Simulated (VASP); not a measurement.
Wanted: the native input for a VASP 6.6.1 run.

| Quantity | Value |
| --- | --- |
| Task | single point |
| Functional | r2SCAN |
| Potentials or basis | VASP PAW PBE potentials, release 64 (B) |
| Cutoff | 520 eV |
| k mesh | 23 × 23 × 10 |
| Occupations | fermi-dirac, width 0.15 eV |
| Spin | no spin polarisation |
| Dipole correction | no |
| Further INCAR settings | ALGO = Normal; EDIFF = 1e-06; NBANDS = 8 |

Crystal: B.

```
B
1.0
     1.67973    0.00000    0.00000
    -0.83987    1.45469    0.00000
     0.00000    0.00000    3.73434
B
1
Cartesian
  0.0000 0.0000 0.0000
```

These files were run (other wordings do the same):

POSCAR

```
B
1.0
    1.6797344656      0.0000000000      0.0000000000
   -0.8398672328      1.4546927104      0.0000000000
    0.0000000000      0.0000000000      3.7343414045
B
1
Direct
    0.0000000000      0.0000000000      0.0000000000
```

INCAR.step1

```
SYSTEM = B
PREC = Accurate
ENCUT = 520
ISMEAR = -1
SIGMA = 0.15
LREAL = .FALSE.
LASPH = .TRUE.
NELM = 60
NBANDS = 8
GGA = PE
ALGO = Normal
EDIFF = 1E-4
LWAVE = .TRUE.
LCHARG = .FALSE.
```

INCAR.step2

```
SYSTEM = B
PREC = Accurate
ENCUT = 520
EDIFF = 1E-6
ISMEAR = -1
SIGMA = 0.15
LREAL = .FALSE.
LASPH = .TRUE.
NELM = 60
ALGO = Normal
ISIF = 2
LWAVE = .FALSE.
LCHARG = .TRUE.
METAGGA = R2SCAN
LMIXTAU = .TRUE.
LELF = .TRUE.
LVHAR = .TRUE.
NBANDS = 8
ISTART = 1
```

KPOINTS

```
Automatic mesh
0
G
  23 23 10
  0 0 0
```

Potentials or basis: VASP PAW PBE potentials, release 64 (B).

Launch:

```bash
$ cat potpaw_PBE.64/B/POTCAR > POTCAR
$ cp INCAR.step1 INCAR
$ mpirun -np 1 vasp_std > vasp.out
$ cp INCAR.step2 INCAR
$ mpirun -np 1 vasp_std > vasp.out
```

It gave:

```json
{
 "Pressure": "8.8 GPa"
}
```

Caveat: the PAW data sets were made with another functional, which shifts forces and pressure a little.

Run time: 98 s on 1 thread of Intel Xeon 8259CL (shared host), peak memory 0.13 GiB.
